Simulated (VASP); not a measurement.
# CuI (P6_3/mmc) in VASP: a series of runs, part 2 of 2

VASP 6.6.1.

**4. Single point, PBE (34.79 Å³/atom)**

This run uses another cell than the first one, of 34.79 Å³/atom.

Input file INCAR:

```
SYSTEM = CuI
  ALGO = Normal
  EDIFF = 1E-6
  ENCUT = 520
  GGA = PE
  ISIF = 2
  ISMEAR = 0
  LASPH = .True.
  LCHARG = .False.
  LREAL = .False.
  LWAVE = .False.
  NBANDS = 26
  NELM = 80
  PREC = Accurate
  SIGMA = 0.01
```

Input file KPOINTS:

```
k-points
0
Gamma
  6 6 4
  0 0 0
```

Input file POSCAR:

```
CuI
1.0
    4.4335673237      0.0000000000      0.0000000000
   -2.2167836619      3.8395819317      0.0000000000
    0.0000000000      0.0000000000      8.1758873519
Cu I
2 2
Direct
    0.3333333333      0.6666666667      0.2500000000
    0.6666666667      0.3333333333      0.7500000000
    0.6666666667      0.3333333333      0.2500000000
    0.3333333333      0.6666666667      0.7500000000
```

Potentials or basis: VASP PAW PBE potentials, release 64 (Cu, I).

Started as:

```bash
$ cat potpaw_PBE.64/Cu/POTCAR potpaw_PBE.64/I/POTCAR > POTCAR
$ mpirun -np 1 vasp_std > vasp.out
```

OUTCAR:

```text
SYSTEM = CuI
   EDIFF = 1E-6
   ENCUT = 520
   GGA = PE
   ISIF = 2
   ISMEAR = 0
   LASPH = .True.
   LREAL = .False.
   NELM = 80
   PREC = Accurate

 ion  position               nearest neighbor table
   1  0.333  0.667  0.250-   3 2.56   3 2.56   3 2.56
   2  0.667  0.333  0.750-   4 2.56   4 2.56   4 2.56
   3  0.667  0.333  0.250-   1 2.56   1 2.56   1 2.56
   4  0.333  0.667  0.750-   2 2.56   2 2.56   2 2.56

  LATTYP: Found a hexagonal cell.
 ALAT       =     4.4335673237
 C/A-ratio  =     1.8440877864

  Lattice vectors:

 A1 = (   4.4335673237,   0.0000000000,   0.0000000000)
 A2 = (  -2.2167836619,   3.8395819317,   0.0000000000)
 A3 = (   0.0000000000,   0.0000000000,   8.1758873519)

Analysis of symmetry for initial positions (statically):
=====================================================================
 Subroutine PRICEL returns:
 Original cell was already a primitive cell.

 Routine SETGRP: Setting up the symmetry group for a
 hexagonal supercell.

 Subroutine GETGRP returns: Found 24 space group operations
 (whereof 12 operations were pure point group operations)
 out of a pool of 24 trial point group operations.

The static configuration has the point symmetry D_3d.
 The point group associated with its full space group is D_6h.

Analysis of symmetry for dynamics (positions and initial velocities):
=====================================================================
 Subroutine PRICEL returns:
 Original cell was already a primitive cell.

 Routine SETGRP: Setting up the symmetry group for a
 hexagonal supercell.

 Subroutine GETGRP returns: Found 24 space group operations
 (whereof 12 operations were pure point group operations)
 out of a pool of 24 trial point group operations.
[... 116 lines left out ...]
   EFERMI =   0.00;   METHOD = LEGACY
   ISMEAR =     0;   SIGMA  =   0.01  broadening in eV -4-tet -1-fermi 0-gaus
   EFERMI_NEDOS =   21; number of points for ismear=-14 and -15
   IALGO  =     38    algorithm
   IMIX   =      4    mixing-type and parameters
     AMIX     =   0.40;   BMIX     =  1.00
     AMIX_MAG =   1.60;   BMIX_MAG =  1.00
  volume/ion in A,a.u.               =      34.79       234.81
  Fermi-wavevector in a.u.,A,eV,Ry     =   1.043082  1.971138 14.803400  1.088019
  Thomas-Fermi vector in A             =   2.177775
   LORBIT       =      0    0 simple, 1 ext, 2 COOP (PROOUT), +10 PAW based schemes
   GGA     = PE    functional components
   LHFCALC =     F    Hartree Fock is set to
   AEXX    =    0.0000 exact exchange contribution
   IVDW    =     0    specifies the selected vdW correction
   LEPSILON=     F    determine dielectric tensor
   LRPA    =     F    only Hartree local field effects (RPA)
 non-spin polarized calculation
 Gauss-broadening in eV      SIGMA  =   0.01
  energy-cutoff  :      520.00
  volume of cell :      139.18
 maximum number of plane-waves:      3786
 NGX is ok and might be reduce to    36
   NGX = 17   NGY = 17   NGZ = 31

 number of electron      35.9999969 magnetization

 Free energy of the ion-electron system (eV)
  ---------------------------------------------------
  ext. energy  EPLUGINS =         0.00000000
  ---------------------------------------------------
  free energy    TOTEN  =       -10.82130108 eV

  energy without entropy =      -10.82130108  energy(sigma->0) =      -10.82130108

 E-fermi :   2.4789     XC(G=0):  -7.8225

 val. band max:        2.4072670729   @ k =   0.0000   0.0000   0.0000
 cond. band min:       3.5030299063   @ k =   0.0000   0.0000   0.0000
 fundamental gap:      1.0957628334
 Fermi energy:         2.4788618773

 k-point     1 :       0.0000    0.0000    0.0000
  band No.  band energies     occupation
      1     -10.9970      2.00000
      2     -10.8497      2.00000
      3      -1.3939      2.00000
      4      -1.3939      2.00000
      5      -1.3380      2.00000
      6      -1.3380      2.00000
[... 598 lines left out ...]
     25       9.8414      0.00000
     26       9.8414      0.00000

------------------------ aborting loop because EDIFF is reached ----------------------------------------

  FORCE on cell =-STRESS in cart. coord.  units (eV):
  Direction    XX          YY          ZZ          XY          YZ          ZX
  --------------------------------------------------------------------------------------
  -------------------------------------------------------------------------------------
  Total       -1.0056930     -1.0056930     -0.0823638      0.0000000      0.0000000      0.0000000
  in kB      -11.5772088    -11.5772088     -0.9481447      0.0000000      0.0000000      0.0000000
  external PRESSURE =      -8.0341874 kB  Pullay stress =       0.0000000 kB

 VOLUME and BASIS-vectors are now :
 -----------------------------------------------------------------------------
  energy-cutoff  :      520.00
  volume of cell :      139.18
      direct lattice vectors                 reciprocal lattice vectors
     4.433567324  0.000000000  0.000000000     0.225552005  0.130222511  0.000000000
    -2.216783662  3.839581932  0.000000000     0.000000000  0.260445022  0.000000000
     0.000000000  0.000000000  8.175887352     0.000000000  0.000000000  0.122310883

 POSITION                                       TOTAL-FORCE (eV/Angst)
 -----------------------------------------------------------------------------------
     -0.00000      2.55972      2.04397         0.000000      0.000000      0.000000
      2.21678      1.27986      6.13192        -0.000000      0.000000      0.000000
      2.21678      1.27986      2.04397         0.000000     -0.000000      0.000000
     -0.00000      2.55972      6.13192        -0.000000      0.000000      0.000000
 -----------------------------------------------------------------------------------
    total drift:                               -0.000000      0.000000     -0.000000

  FREE ENERGIE OF THE ION-ELECTRON SYSTEM (eV)
  ---------------------------------------------------
  free  energy   TOTEN  =       -10.8213010817 eV

  energy  without entropy=      -10.8213010817  energy(sigma->0) =      -10.82130108
```

It took 3 min on 1 thread of Intel Xeon 8259CL, shared host; peak memory 0.3 GiB.

What came out:

```yaml
Free_energy: -10.8213 eV
Pressure: -0.8 GPa
Band_gap_on_the_k_mesh: 1.10 eV
```

Stress tensor (GPa, compression positive):
```
-1.16  0.00  0.00
 0.00 -1.16  0.00
 0.00  0.00 -0.09
```

Levels at points of the mesh, in eV from the valence-band top:
```tsv
k point	band 15	band 16	band 17	band 18	band 19	band 20	band 21	band 22
(0.00, 0.00, 0.00)	-0.10	-0.10	0.00	0.00	1.10	1.42	5.11	5.11
(0.50, 0.00, 0.00)	-1.30	-1.22	-1.09	-0.84	2.62	2.91	3.63	4.66
(0.00, 0.00, 0.50)	-0.05	-0.05	-0.05	-0.05	1.48	1.48	5.23	5.23
(0.50, 0.00, 0.50)	-1.26	-1.26	-0.88	-0.88	2.78	2.78	3.51	3.51
```

Caveat: spin-orbit coupling is left out, which moves the levels of the heavy elements.

**5. Overview**

| cell | gap on the mesh (eV) | pressure (GPa) |
| --- | --- | --- |
| a = 4.346, b = 4.346, c = 8.014 Å, angles 90.0, 90.0, 120.0°, 4 atoms | 1.24 | 1.1 |
| a = 4.390, b = 4.390, c = 8.096 Å, angles 90.0, 90.0, 120.0°, 4 atoms | 1.16 | 0.0 |
| a = 4.434, b = 4.434, c = 8.176 Å, angles 90.0, 90.0, 120.0°, 4 atoms | 1.10 | -0.8 |

Alike in all rows: task single point; level PBE; potentials or basis VASP PAW PBE potentials, release 64 (Cu, I); no spin polarisation; k mesh 6 × 6 × 4; cutoff (eV) 520; smearing gaussian 0.01 eV.

Caveats: spin-orbit coupling is left out, which moves the levels of the heavy elements.

Absolute energies hang on the potentials; compare differences alone.
